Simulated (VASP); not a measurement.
# PrHRh3 (R3m) in VASP: a series of runs, part 2 of 2

VASP 6.6.1. The steps go on from the part before.

## Step 3: Relaxation of shape and atoms at fixed volume, PBE (13.28 Å³/atom)

This run uses another cell than the first one, of 13.28 Å³/atom.

Contents of INCAR:

```
PREC = Accurate ; ENCUT = 600
EDIFF = 1E-6 ; ISMEAR = 0
SIGMA = 0.1 ; LREAL = F
LASPH = T ; NELM = 80
ALGO = Normal ; ISIF = 4
LWAVE = F ; LCHARG = F
GGA = PE ; IBRION = 2
NSW = 50 ; EDIFFG = -0.01
```

Contents of KPOINTS:

```
Automatic mesh
0
Gamma
  6 6 6
```

Contents of POSCAR:

```
PrHRh3
1.0
    2.8633068978      1.6531310082      2.3380750591
   -2.8633068978      1.6531310082      2.3380750591
    0.0000000000     -3.3062620164      2.3380750591
Pr H Rh
1 1 3
Direct
    1.0107777174      1.0107777174      1.0107777174
    0.5110120009      0.5110120009      0.5110120009
    0.5106327075      0.0106106866      0.5106327075
    0.5106327075      0.5106327075      0.0106106866
    0.0106106866      0.5106327075      0.5106327075
```

Potentials or basis: VASP PAW PBE potentials, release 64 (Pr, H, Rh_pv).

On the command line:

```sh
> cat potpaw_PBE.64/Pr/POTCAR potpaw_PBE.64/H/POTCAR potpaw_PBE.64/Rh_pv/POTCAR > POTCAR
> mpirun -np 1 vasp_std > vasp.out
```

OUTCAR:

```text
PREC = Accurate
   ENCUT = 600
   EDIFF = 1E-6
   ISMEAR = 0
   LREAL = F
   LASPH = T
   NELM = 80
   ISIF = 4
   GGA = PE
   IBRION = 2
   NSW = 50
   EDIFFG = -0.01

 ion  position               nearest neighbor table
   1  0.011  0.011  0.011-   4 2.86   3 2.86   5 2.86   5 2.86   3 2.86   3 2.86   5 2.86   4 2.86
                             4 2.86   4 2.86   3 2.86   5 2.86
   2  0.511  0.511  0.511-   4 2.02   3 2.02   5 2.02   4 2.03   3 2.03   5 2.03
   3  0.511  0.011  0.511-   2 2.02   2 2.03   1 2.86   4 2.86   5 2.86   1 2.86   1 2.86   4 2.86
                             5 2.86   5 2.86   5 2.86   4 2.86   4 2.86   1 2.86
   4  0.511  0.511  0.011-   2 2.02   2 2.03   1 2.86   3 2.86   5 2.86   1 2.86   1 2.86   3 2.86
                             5 2.86   3 2.86   5 2.86   3 2.86   5 2.86   1 2.86
   5  0.011  0.511  0.511-   2 2.02   2 2.03   1 2.86   4 2.86   3 2.86   1 2.86   1 2.86   4 2.86
                             3 2.86   3 2.86   3 2.86   4 2.86   4 2.86   1 2.86

  LATTYP: Found a trigonal (rhomboedric) cell.
 ALAT       =     4.0494398999
 COS(alpha) =     0.0000555387

  Lattice vectors:

 A1 = (   2.8633068978,   1.6531310082,   2.3380750591)
 A2 = (  -2.8633068978,   1.6531310082,   2.3380750591)
 A3 = (   0.0000000000,  -3.3062620164,   2.3380750591)

Analysis of symmetry for initial positions (statically):
=====================================================================
 Subroutine PRICEL returns:
 Original cell was already a primitive cell.

 Routine SETGRP: Setting up the symmetry group for a
 trigonal (rhombohedral) supercell.

 Subroutine GETGRP returns: Found  6 space group operations
 (whereof  6 operations were pure point group operations)
 out of a pool of 12 trial point group operations.

The static configuration has the point symmetry C_3v.

Analysis of symmetry for dynamics (positions and initial velocities):
=====================================================================
 Subroutine PRICEL returns:
 Original cell was already a primitive cell.

 Routine SETGRP: Setting up the symmetry group for a
 trigonal (rhombohedral) supercell.

 Subroutine GETGRP returns: Found  6 space group operations
 (whereof  6 operations were pure point group operations)
 out of a pool of 12 trial point group operations.

The dynamic configuration has the point symmetry C_3v.

 Subroutine INISYM returns: Found  6 space group operations
 (whereof  6 operations are pure point group operations),
 and found     1 'primitive' translations

----------------------------------------------------------------------------------------

                                     Primitive cell

  volume of cell :      66.4026

  direct lattice vectors                    reciprocal lattice vectors
     2.863306898  1.653131008  2.338075059     0.174623265  0.100818789  0.142567422
    -2.863306898  1.653131008  2.338075059    -0.174623265  0.100818789  0.142567422
     0.000000000 -3.306262016  2.338075059     0.000000000 -0.201637578  0.142567422

  length of vectors
     4.049439900  4.049439900  4.049439900     0.246947733  0.246947733  0.246947733

  position of ions in fractional coordinates (direct lattice)
     0.010777717  0.010777717  0.010777717
     0.511012001  0.511012001  0.511012001
     0.510632708  0.010610687  0.510632708
     0.510632708  0.510632708  0.010610687
     0.010610687  0.510632708  0.510632708

[... 41 lines left out ...]
  0.333333  0.166667  0.000000     12.000000
[... 16 lines left out ...]
  0.500000  0.500000  0.166667      6.000000
 -0.333333  0.500000  0.166667     12.000000
 [... further k-points ...]
   k-points           NKPTS =     32   k-points in BZ     NKDIM =     32   number of bands    NBANDS=     35
   number of dos      NEDOS =    301   number of ions     NIONS =      5
   total plane-waves  NPLWV =  32768
   dimension x,y,z NGX =    32 NGY =   32 NGZ =   32
   dimension x,y,z NGXF=    64 NGYF=   64 NGZF=   64
   ions per type =               1   1   3
   NGX,Y,Z   is equivalent  to a cutoff of  13.14, 13.14, 13.14 a.u.
   NGXF,Y,Z  is equivalent  to a cutoff of  26.27, 26.27, 26.27 a.u.
 SYSTEM =  unknown system
   PREC   = accura    normal or accurate (medium, high low for compatibility)
   ISTART =      0    job   : 0-new  1-cont  2-samecut
   ICHARG =      2    charge: 1-file 2-atom 10-const
   ISPIN  =      1    spin polarized calculation?
   LNONCOLLINEAR =      F non collinear calculations
   LSORBIT =      F    spin-orbit coupling
   LASPH  =      T    aspherical Exc in radial PAW
   ENCUT  =  600.0 eV  44.10 Ry    6.64 a.u.   8.09  8.09  8.09*2*pi/ulx,y,z
   NELM   =     80;   NELMIN=  2; NELMDL= -5     # of ELM steps
   EDIFF  = 0.1E-05   stopping-criterion for ELM
   LREAL  =      F    real-space projection
   EDIFFG = -.1E-01   stopping-criterion for IOM
   NSW    =     50    number of steps for IOM
   IBRION =      2    ionic relax: 0-MD 1-quasi-New 2-CG
   NFREE  =      1    steps in history (QN), initial steepest desc. (CG)
   ISIF   =      4    stress and relaxation
   ISYM   =      2    0-nonsym 1-usesym 2-fastsym
   POTIM  = 0.5000    time-step for ionic-motion
   TEBEG  =    0.0;   TEEND  =   0.0 temperature during run
   PSTRESS=    0.0 pullay stress
   NELECT =      59.0000    total number of electrons
   NUPDOWN=      -1.0000    fix difference up-down
   EMIN   =  10.00;   EMAX   =-10.00  energy-range for DOS
   EFERMI =   0.00;   METHOD = LEGACY
   ISMEAR =     0;   SIGMA  =   0.10  broadening in eV -4-tet -1-fermi 0-gaus
   EFERMI_NEDOS =   21; number of points for ismear=-14 and -15
   IALGO  =     38    algorithm
   IMIX   =      4    mixing-type and parameters
     AMIX     =   0.40;   BMIX     =  1.00
     AMIX_MAG =   1.60;   BMIX_MAG =  1.00
  volume/ion in A,a.u.               =      13.28        89.62
  Fermi-wavevector in a.u.,A,eV,Ry     =   1.573852  2.974149 33.701767  2.477010
  Thomas-Fermi vector in A             =   2.675074
   LORBIT       =      0    0 simple, 1 ext, 2 COOP (PROOUT), +10 PAW based schemes
   GGA     = PE    functional components
   LHFCALC =     F    Hartree Fock is set to
   AEXX    =    0.0000 exact exchange contribution
   IVDW    =     0    specifies the selected vdW correction
   LEPSILON=     F    determine dielectric tensor
   LRPA    =     F    only Hartree local field effects (RPA)
 conjugate gradient relaxation of ions
 non-spin polarized calculation
 Gauss-broadening in eV      SIGMA  =   0.10
  energy-cutoff  :      600.00
  volume of cell :       66.40
 maximum number of plane-waves:      2272
   NGX = 17   NGY = 17   NGZ = 17

 number of electron      59.0000000 magnetization

 Free energy of the ion-electron system (eV)
  ---------------------------------------------------
  ext. energy  EPLUGINS =         0.00000000
  ---------------------------------------------------
  free energy    TOTEN  =       -32.80309094 eV

  energy without entropy =      -32.74714716  energy(sigma->0) =      -32.77511905

 E-fermi :  10.6735     XC(G=0): -13.2481

 val. band max:       10.6683706871   @ k =   0.5000   0.5000   0.5000
 cond. band min:      10.6825314120   @ k =   0.5000   0.1667  -0.0000
 fundamental gap:      0.0141607250
 Fermi energy:        10.6734540496

 k-point     1 :       0.0000    0.0000    0.0000
  band No.  band energies     occupation
      1     -35.7285      2.00000
      2     -35.7284      2.00000
      3     -35.7284      2.00000
      4     -35.5296      2.00000
      5     -35.5296      2.00000
      6     -35.5296      2.00000
[... 901 lines left out ...]
     34      10.9258      0.00036
     35      10.9711      0.00003

 [... further k-points ...]

------------------------ aborting loop because EDIFF is reached ----------------------------------------

  FORCE on cell =-STRESS in cart. coord.  units (eV):
  Direction    XX          YY          ZZ          XY          YZ          ZX
  --------------------------------------------------------------------------------------
  -------------------------------------------------------------------------------------
  Total        2.1038153      2.1038153      2.1018636      0.0000000     -0.0000000      0.0000000
  in kB       50.7613674     50.7613674     50.7142779      0.0000000     -0.0000000      0.0000000
  external PRESSURE =      50.7456709 kB  Pullay stress =       0.0000000 kB

 VOLUME and BASIS-vectors are now :
 -----------------------------------------------------------------------------
  energy-cutoff  :      600.00
  volume of cell :       66.40
      direct lattice vectors                 reciprocal lattice vectors
     2.863306898  1.653131008  2.338075059     0.174623265  0.100818789  0.142567422
    -2.863306898  1.653131008  2.338075059    -0.174623265  0.100818789  0.142567422
     0.000000000 -3.306262016  2.338075059     0.000000000 -0.201637578  0.142567422

 POSITION                                       TOTAL-FORCE (eV/Angst)
 -----------------------------------------------------------------------------------
      0.00000      0.00000      0.07560         0.000000      0.000000     -0.006408
      0.00000      0.00000      3.58435         0.000000      0.000000     -0.000419
      1.43172     -0.82660      2.41260        -0.001190      0.000687      0.002276
      0.00000      1.65320      2.41260         0.000000     -0.001374      0.002276
     -1.43172     -0.82660      2.41260         0.001190      0.000687      0.002276
 -----------------------------------------------------------------------------------
    total drift:                                0.000000      0.000010      0.000596

  FREE ENERGIE OF THE ION-ELECTRON SYSTEM (eV)
  ---------------------------------------------------
  free  energy   TOTEN  =       -32.8030909407 eV

  energy  without entropy=      -32.7471471574  energy(sigma->0) =      -32.77511905

 reached required accuracy - stopping structural energy minimisation
```

Run time: 5.9 min. Hardware: 1 thread of Intel Xeon Platinum 8375C at 2.90GHz (Ice Lake), shared host; peak memory 0.24 GiB.

What came out:

| Property | Result |
| --- | --- |
| Free energy | -32.8031 eV |
| Pressure after relaxing | 5.1 GPa |
| Largest force after relaxing | 0.006 eV/Å |
| Band gap on the k mesh | zero (an odd number of electrons rules out a gap without spin polarisation) |

Forces in eV/Å, atoms in the order of the input:
```
Pr   0.000  0.000 -0.006
H    0.000  0.000  0.000
Rh  -0.001  0.001  0.002
Rh   0.000 -0.001  0.002
Rh   0.001  0.001  0.002
```

Final structure:
```yaml
crystal:
  lattice:
    - [2.86331, 1.65313, 2.33808]
    - [-2.86331, 1.65313, 2.33808]
    - [0.00000, -3.30626, 2.33808]
  atoms:
    - { symbol: Pr, position: [0.01078, 0.01078, 0.01078] }
    - { symbol: H, position: [0.51101, 0.51101, 0.51101] }
    - { symbol: Rh, position: [0.51063, 0.01061, 0.51063] }
    - { symbol: Rh, position: [0.51063, 0.51063, 0.01061] }
    - { symbol: Rh, position: [0.01061, 0.51063, 0.51063] }
```

Caveat: the relaxation stopped at its first step, so nothing moved; spin-orbit coupling is left out, which moves the levels of the heavy elements; semilocal functionals describe open f shells poorly, which spoils levels, moments and volumes. Spin polarisation is off, so any magnetic state and its effect on volume and gap are missing.
